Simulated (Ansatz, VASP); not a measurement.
Two plane-wave programs on Lu

The input INCAR:

```
SYSTEM = Lu
PREC     = Accurate       ! precision mode
ENCUT    = 600            ! plane-wave cutoff, eV
EDIFF    = 1E-7           ! SCF threshold, eV
ISMEAR   = -1             ! smearing method
SIGMA    = 0.05           ! smearing width, eV
LREAL    = .FALSE.        ! projectors in reciprocal space
LASPH    = .TRUE.         ! aspherical terms in the spheres
NELM     = 80             ! most SCF steps
ALGO     = Normal         ! electronic algorithm
ISIF     = 3              ! what is computed and relaxed
LWAVE    = .FALSE.        ! write WAVECAR
LCHARG   = .FALSE.        ! write CHGCAR
GGA      = PS             ! functional
IBRION   = 2              ! ionic algorithm
NSW      = 100            ! ionic steps
EDIFFG   = -0.002         ! ionic threshold
```

Contents of KPOINTS:

```
regular mesh
0
G
  10 10 6
  0 0 0
```

POSCAR

```
Lu
1.0
    3.5031000000      0.0000000000      0.0000000000
   -1.7515500000      3.0337735920      0.0000000000
    0.0000000000      0.0000000000      5.5509000000
Lu
2
Direct
    0.3333333333      0.6666666667      0.2500000000
    0.6666666667      0.3333333333      0.7500000000
```

Input for Ansatz:

```yaml
crystal:
  lattice:
    - [3.5031, 0.0, 0.0]
    - [-1.75155, 3.033773592, 0.0]
    - [0.0, 0.0, 5.5509]
  atoms:
    - { symbol: Lu, position: [0.333333333333, 0.666666666667, 0.25] }
    - { symbol: Lu, position: [0.666666666667, 0.333333333333, 0.75] }
kpoints:
  mp_grid: { grid: [10, 10, 6] }
scf:
  occupations: { method: fermi_dirac, width: 0.05 }
hamiltonian:
  xc: pbesol
  pseudopotentials: { kind: paw }
relax:
  f_tol: 0.002
  max_steps: 80
  cell: {}
output:
  forces: true
  stress: true
```

Alike in both runs: task relaxation of cell and atoms; functional PBEsol; k mesh 10 × 10 × 6; occupations fermi-dirac, width 0.05 eV; no spin polarisation.

|  | VASP | Ansatz |
| --- | --- | --- |
| version | VASP 6.6.1 | Ansatz 0.2.0 |
| potentials or method | VASP PAW PBE potentials, release 64 (Lu) | PAW with Ansatz's default frozen-core files, scalar-relativistic |
| plane-wave cutoff (eV) | 600 | 420 |
| valence electrons in the cell | 50 | 50 |

Ansatz gave:

| Property | Result |
| --- | --- |
| relaxed volume (Å³/atom) | 27.44 |
| relaxed cell length with the largest relative difference (Å) | 3.445 |

Which values does VASP return?

Relaxed volume (Å³/atom): 27.55; relaxed cell length with the largest relative difference (Å): 3.450.

VASP's potentials were made for PBE, not for PBEsol.

Spin-orbit coupling is off throughout.
